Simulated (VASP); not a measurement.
# Bi3O (P1) in VASP: single point with PBE

Aim: the single point of Bi3O with PBE.

Everything below comes from runs of VASP 6.6.1. Logs are shortened: lines on timing, memory, paths and dates and some standing lists are left out, and cuts for length are marked.

## (1) The cell of the first run

The typed cell holds 8 atoms: a = 4.999 Å, b = 5.007 Å, c = 10.026 Å, α = 93.49°, β = 93.65°, γ = 93.74°.

## (2) Single point, PBE

Contents of INCAR:

```
PREC = Accurate
ENCUT = 520
EDIFF = 1E-7
ISMEAR = 0
SIGMA = 0.1
LREAL = F
LASPH = T
NELM = 60
ALGO = Normal
ISIF = 2
LWAVE = F
LCHARG = F
GGA = PE
NBANDS = 61
```

Contents of KPOINTS:

```
Automatic mesh
0
Gamma
  4 4 2
```

Contents of POSCAR:

```
Bi3O
1.0
    4.9984782915      0.0952396813      0.0269963066
   -0.4213973320      4.9879142724     -0.1024522328
   -0.6841321771     -0.4659037523      9.9918862850
Bi O
6 2
Direct
    0.0281872536      0.5202216542      0.3001242618
    0.0252416519      0.5198577659      0.8000063285
    0.5184476428      0.5979388537      0.0133494003
    0.5220061233      0.6020083991      0.5132345145
    0.6014343210      0.0251208190      0.2594766716
    0.5975371714      0.0272242272      0.7598249145
    0.3528657453      0.3510403147      0.1764719595
    0.3542800907      0.3565879662      0.6775119492
```

Potentials or basis: VASP PAW PBE potentials, release 64 (Bi_d, O).

The run is started by

```bash
$ cat potpaw_PBE.64/Bi_d/POTCAR potpaw_PBE.64/O/POTCAR > POTCAR
$ mpirun -np 1 vasp_std > vasp.out
```

OUTCAR:

```text
PREC = Accurate
   ENCUT = 520
   EDIFF = 1E-7
   ISMEAR = 0
   LREAL = F
   LASPH = T
   NELM = 60
   ISIF = 2
   GGA = PE

 ion  position               nearest neighbor table
   1  0.028  0.520  0.300-   7 2.28   4 3.15   5 3.15   5 3.44   4 3.44   5 3.75   3 3.77   3 3.92

   2  0.025  0.520  0.800-   8 2.28   6 3.15   3 3.15   3 3.44   6 3.45   4 3.76   6 3.76   6 3.92

   3  0.518  0.598  0.013-   7 2.27   2 3.15   5 3.15   2 3.44   6 3.45   6 3.76   1 3.77   1 3.92
                             5 3.92
   4  0.522  0.602  0.513-   8 2.28   1 3.15   6 3.15   5 3.43   1 3.44   2 3.76   5 3.79
   5  0.601  0.025  0.259-   7 2.28   1 3.15   3 3.15   4 3.43   1 3.44   1 3.75   4 3.79   3 3.92

   6  0.598  0.027  0.760-   8 2.28   2 3.15   4 3.15   2 3.45   3 3.45   2 3.76   3 3.76   2 3.92

   7  0.353  0.351  0.176-   3 2.27   1 2.28   5 2.28
   8  0.354  0.357  0.678-   6 2.28   2 2.28   4 2.28

  LATTYP: Found a triclinic cell.
 ALAT       =     4.9994584335
 B/A-ratio  =     1.4607070609
 C/A-ratio  =     2.0054393448
 COS(alpha) =     0.0018432701
 COS(beta)  =     0.0637254957
 COS(gamma) =     0.7293568611

  Lattice vectors:

 A1 = (   4.9984782915,   0.0952396813,   0.0269963066)
 A2 = (   5.4198756235,  -4.8926745911,   0.1294485394)
 A3 = (   0.6841321771,   0.4659037523,  -9.9918862850)

Analysis of symmetry for initial positions (statically):
=====================================================================
 Subroutine PRICEL returns:
 Original cell was already a primitive cell.

 Routine SETGRP: Setting up the symmetry group for a
 triclinic supercell.

 Subroutine GETGRP returns: Found  1 space group operations
 (whereof  1 operations were pure point group operations)
 out of a pool of  2 trial point group operations.

The static configuration has the point symmetry C_1 .

Analysis of symmetry for dynamics (positions and initial velocities):
=====================================================================
 Subroutine PRICEL returns:
 Original cell was already a primitive cell.

 Routine SETGRP: Setting up the symmetry group for a
 triclinic supercell.

 Subroutine GETGRP returns: Found  1 space group operations
 (whereof  1 operations were pure point group operations)
 out of a pool of  2 trial point group operations.

The dynamic configuration has the point symmetry C_1 .

 Subroutine INISYM returns: Found  1 space group operations
 (whereof  1 operations are pure point group operations),
 and found     1 'primitive' translations

----------------------------------------------------------------------------------------

                                     Primitive cell

  volume of cell :     249.3840

  direct lattice vectors                    reciprocal lattice vectors
     4.998478291  0.095239681  0.026996307     0.199655678  0.017164872  0.014470546
    -0.421397332  4.987914272 -0.102452233    -0.003866333  0.200344400  0.009076977
    -0.684132177 -0.465903752  9.991886285    -0.000579078  0.002007863  0.100135177

  length of vectors
     4.999458433  5.006731565 10.026110645     0.200913960  0.200587185  0.100156980

  position of ions in fractional coordinates (direct lattice)
     0.028187254  0.520221654  0.300124262
     0.025241652  0.519857766  0.800006328
     0.518447643  0.597938854  0.013349400
     0.522006123  0.602008399  0.513234514
     0.601434321  0.025120819  0.259476672
     0.597537171  0.027224227  0.759824915
     0.352865745  0.351040315  0.176471959
     0.354280091  0.356587966  0.677511949

  ion indices of the primitive-cell ions
   primitive index   ion index
                 1           1
                 2           2
                 3           3
                 4           4
                 5           5
                 6           6
                 7           7
                 8           8

----------------------------------------------------------------------------------------

 KPOINTS: Automatic mesh

Automatic generation of k-mesh.
 Grid dimensions read from file:
 generate k-points for:    4    4    2

 Generating k-lattice:

  Cartesian coordinates                     Fractional coordinates (reciprocal lattice)
     0.049913919  0.004291218  0.003617637     0.250000000  0.000000000  0.000000000
    -0.000966583  0.050086100  0.002269244     0.000000000  0.250000000  0.000000000
    -0.000289539  0.001003932  0.050067589     0.000000000  0.000000000  0.500000000

  Length of vectors
     0.050228490  0.050146796  0.050078490

  Shift w.r.t. Gamma in fractional coordinates (k-lattice)
     0.000000000  0.000000000  0.000000000

 Subroutine IBZKPT returns following result:
 ===========================================

 Found     20 irreducible k-points:

 Following reciprocal coordinates:
            Coordinates               Weight
  0.000000  0.000000  0.000000      1.000000
  0.250000  0.000000 -0.000000      2.000000
  0.500000  0.000000 -0.000000      1.000000
  0.000000  0.250000  0.000000      2.000000
  0.250000  0.250000 -0.000000      2.000000
  0.500000  0.250000 -0.000000      2.000000
[... 12 lines left out ...]
  0.250000  0.500000  0.500000      2.000000
  0.500000  0.500000  0.500000      1.000000
   k-points           NKPTS =     20   k-points in BZ     NKDIM =     20   number of bands    NBANDS=     61
   number of dos      NEDOS =    301   number of ions     NIONS =      8
   total plane-waves  NPLWV = 128000
   dimension x,y,z NGX =    40 NGY =   40 NGZ =   80
   dimension x,y,z NGXF=    80 NGYF=   80 NGZF=  160
   ions per type =               6   2
   NGX,Y,Z   is equivalent  to a cutoff of  13.30, 13.28, 13.27 a.u.
   NGXF,Y,Z  is equivalent  to a cutoff of  26.60, 26.56, 26.53 a.u.
 SYSTEM =  unknown system
   PREC   = accura    normal or accurate (medium, high low for compatibility)
   ISTART =      0    job   : 0-new  1-cont  2-samecut
   ICHARG =      2    charge: 1-file 2-atom 10-const
   ISPIN  =      1    spin polarized calculation?
   LNONCOLLINEAR =      F non collinear calculations
   LSORBIT =      F    spin-orbit coupling
   LASPH  =      T    aspherical Exc in radial PAW
   ENCUT  =  520.0 eV  38.22 Ry    6.18 a.u.   9.30  9.31 18.64*2*pi/ulx,y,z
   NELM   =     60;   NELMIN=  2; NELMDL= -5     # of ELM steps
   EDIFF  = 0.1E-06   stopping-criterion for ELM
   LREAL  =      F    real-space projection
   EDIFFG = 0.1E-05   stopping-criterion for IOM
   NSW    =      0    number of steps for IOM
   IBRION =     -1    ionic relax: 0-MD 1-quasi-New 2-CG
   NFREE  =      0    steps in history (QN), initial steepest desc. (CG)
   ISIF   =      2    stress and relaxation
   ISYM   =      2    0-nonsym 1-usesym 2-fastsym
   POTIM  = 0.5000    time-step for ionic-motion
   TEBEG  =    0.0;   TEEND  =   0.0 temperature during run
   PSTRESS=    0.0 pullay stress
   NELECT =     102.0000    total number of electrons
   NUPDOWN=      -1.0000    fix difference up-down
   EMIN   =  10.00;   EMAX   =-10.00  energy-range for DOS
   EFERMI =   0.00;   METHOD = LEGACY
   ISMEAR =     0;   SIGMA  =   0.10  broadening in eV -4-tet -1-fermi 0-gaus
   EFERMI_NEDOS =   21; number of points for ismear=-14 and -15
   IALGO  =     38    algorithm
   IMIX   =      4    mixing-type and parameters
     AMIX     =   0.40;   BMIX     =  1.00
     AMIX_MAG =   1.60;   BMIX_MAG =  1.00
  volume/ion in A,a.u.               =      31.17       210.37
  Fermi-wavevector in a.u.,A,eV,Ry     =   1.215212  2.296417 20.092266  1.476740
  Thomas-Fermi vector in A             =   2.350606
   LORBIT       =      0    0 simple, 1 ext, 2 COOP (PROOUT), +10 PAW based schemes
   GGA     = PE    functional components
   LHFCALC =     F    Hartree Fock is set to
   AEXX    =    0.0000 exact exchange contribution
   IVDW    =     0    specifies the selected vdW correction
   LEPSILON=     F    determine dielectric tensor
   LRPA    =     F    only Hartree local field effects (RPA)
 non-spin polarized calculation
 Gauss-broadening in eV      SIGMA  =   0.10
  energy-cutoff  :      520.00
  volume of cell :      249.38
 maximum number of plane-waves:      6726
 NGX is ok and might be reduce to    40
   NGX = 19   NGY = 19   NGZ = 37

 number of electron     102.0000009 magnetization

 Free energy of the ion-electron system (eV)
  ---------------------------------------------------
  ext. energy  EPLUGINS =         0.00000000
  ---------------------------------------------------
  free energy    TOTEN  =       -34.70451996 eV

  energy without entropy =      -34.69713894  energy(sigma->0) =      -34.70082945

 E-fermi :   5.1678     XC(G=0):  -9.0580

 val. band max:        5.1007462955   @ k =   0.5000   0.5000   0.5000
 cond. band min:       5.3712842698   @ k =   0.0000  -0.0000   0.5000
 fundamental gap:      0.2705379743
 Fermi energy:         5.1678435871

 k-point     1 :       0.0000    0.0000    0.0000
  band No.  band energies     occupation
      1     -17.9404      2.00000
      2     -17.9028      2.00000
      3     -17.8104      2.00000
      4     -17.8101      2.00000
      5     -17.8025      2.00000
      6     -17.7996      2.00000
[... 53 lines left out ...]
     60       8.7485      0.00000
     61       8.9857      0.00000

 k-point     2 :       0.2500    0.0000   -0.0000
  band No.  band energies     occupation
      1     -17.9222      2.00000
      2     -17.8852      2.00000
      3     -17.8175      2.00000
      4     -17.8038      2.00000
      5     -17.7882      2.00000
      6     -17.7650      2.00000
[... 53 lines left out ...]
     60       8.6517      0.00000
     61       9.0268      0.00000

 k-point     3 :       0.5000    0.0000   -0.0000
  band No.  band energies     occupation
      1     -17.9028      2.00000
      2     -17.8640      2.00000
      3     -17.8003      2.00000
      4     -17.7970      2.00000
      5     -17.7834      2.00000
      6     -17.7569      2.00000
[... 1077 lines left out ...]
     60       9.1801      0.00000
     61       9.7219      0.00000

 k-point    20 :       0.5000    0.5000    0.5000
  band No.  band energies     occupation
      1     -17.8645      2.00000
      2     -17.8630      2.00000
      3     -17.7999      2.00000
      4     -17.7969      2.00000
      5     -17.7854      2.00000
      6     -17.7833      2.00000
[... 53 lines left out ...]
     60       9.3429      0.00000
     61      10.1908      0.00000

------------------------ aborting loop because EDIFF is reached ----------------------------------------

  FORCE on cell =-STRESS in cart. coord.  units (eV):
  Direction    XX          YY          ZZ          XY          YZ          ZX
  --------------------------------------------------------------------------------------
  -------------------------------------------------------------------------------------
  Total        0.0749681      0.0266030     -0.0269582     -0.0081335     -0.0898199     -0.0205609
  in kB        0.4816356      0.1709123     -0.1731940     -0.0522542     -0.5770513     -0.1320940
  external PRESSURE =       0.1597846 kB  Pullay stress =       0.0000000 kB

 VOLUME and BASIS-vectors are now :
 -----------------------------------------------------------------------------
  energy-cutoff  :      520.00
  volume of cell :      249.38
      direct lattice vectors                 reciprocal lattice vectors
     4.998478291  0.095239681  0.026996307     0.199655678  0.017164872  0.014470546
    -0.421397332  4.987914272 -0.102452233    -0.003866333  0.200344400  0.009076977
    -0.684132177 -0.465903752  9.991886285    -0.000579078  0.002007863  0.100135177

 POSITION                                       TOTAL-FORCE (eV/Angst)
 -----------------------------------------------------------------------------------
     -0.28365      2.45768      2.94627        -0.033397      0.013684      0.019434
     -0.64021      2.22268      7.94099        -0.031314      0.020236      0.014018
      2.33035      3.02562      0.08612         0.022000      0.024013     -0.021640
      2.00443      2.81336      5.08060         0.017452      0.015251     -0.029838
      2.81815      0.06169      2.60632         0.018104     -0.030035      0.013231
      2.45548     -0.16130      7.60543         0.018828     -0.033488      0.019914
      1.49513      1.70235      1.73685        -0.004949     -0.000744     -0.007595
      1.15709      1.49672      6.74265        -0.006724     -0.008918     -0.007524
 -----------------------------------------------------------------------------------
    total drift:                                0.000250      0.000198     -0.000165

  FREE ENERGIE OF THE ION-ELECTRON SYSTEM (eV)
  ---------------------------------------------------
  free  energy   TOTEN  =       -34.7045199597 eV

  energy  without entropy=      -34.6971389367  energy(sigma->0) =      -34.70082945
```

Wall time 11 min (1 thread of Intel Xeon 8259CL, shared host); peak memory 0.48 GiB.

Results:

| Property | Result |
| --- | --- |
| Free energy | -34.7045 eV |
| Pressure | 0.0 GPa |
| Largest force | 0.043 eV/Å |
| Band gap on the k mesh | zero (bands 51 and 52 overlap by 0.86 eV) |

Forces in eV/Å, atoms in the order of the input:
```
Bi  -0.033  0.014  0.019
Bi  -0.031  0.020  0.014
Bi   0.022  0.024 -0.022
Bi   0.017  0.015 -0.030
Bi   0.018 -0.030  0.013
Bi   0.019 -0.033  0.020
O   -0.005 -0.001 -0.008
O   -0.007 -0.009 -0.008
```

Caveat: spin-orbit coupling is left out, which moves the levels of the heavy elements.

The gap in the log of VASP goes by the Fermi energy; the results here count the filled bands.